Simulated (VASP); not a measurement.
Runs of VASP 6.6.1 on Pt. The structure is that of space group Fm-3m (No. 225), or close to it. The cells are those of the table. 

```tsv
task	cell	k mesh	cutoff (eV)	gap on the mesh (eV)	pressure (GPa)	relaxed volume (Å³/atom)
single point	a = 2.772 Å, angles 60.0°, 1 atom	10 × 10 × 10	520	none	-0.6	-
relaxation of cell and atoms	relaxed from a = 2.643 Å, angles 60.0°, 1 atom	10 × 10 × 10	600	none	0.0	15.02
relaxation of cell and atoms	relaxed from a = 2.772 Å, angles 60.0°, 1 atom	18 × 18 × 18	600	none	0.0	15.02
single point	a = 2.770 Å, angles 60.0°, 1 atom	18 × 18 × 18	520	none	(a)	-
single point	a = 2.643 Å, angles 60.0°, 1 atom	8 × 8 × 8	520	none	58.1	-
```

Alike in all rows: level PBEsol; potentials or basis VASP PAW PBE potentials, release 64 (Pt); no spin polarisation; smearing gaussian 0.1 eV.

Task: Estimate the missing entries.

Result: (a) -0.4.

Caveats: some runs use coarse meshes; the PAW data sets were made with another functional, which shifts forces and pressure a little; spin-orbit coupling is left out, which moves the levels of the heavy elements; the volume moved by over 15 % at a fixed basis, so the end points are rough (some runs).

A k mesh can miss the band edges, and the runs leave out spin-orbit coupling on Pt.

A gap of «none» marks levels without a gap at the run's occupations.
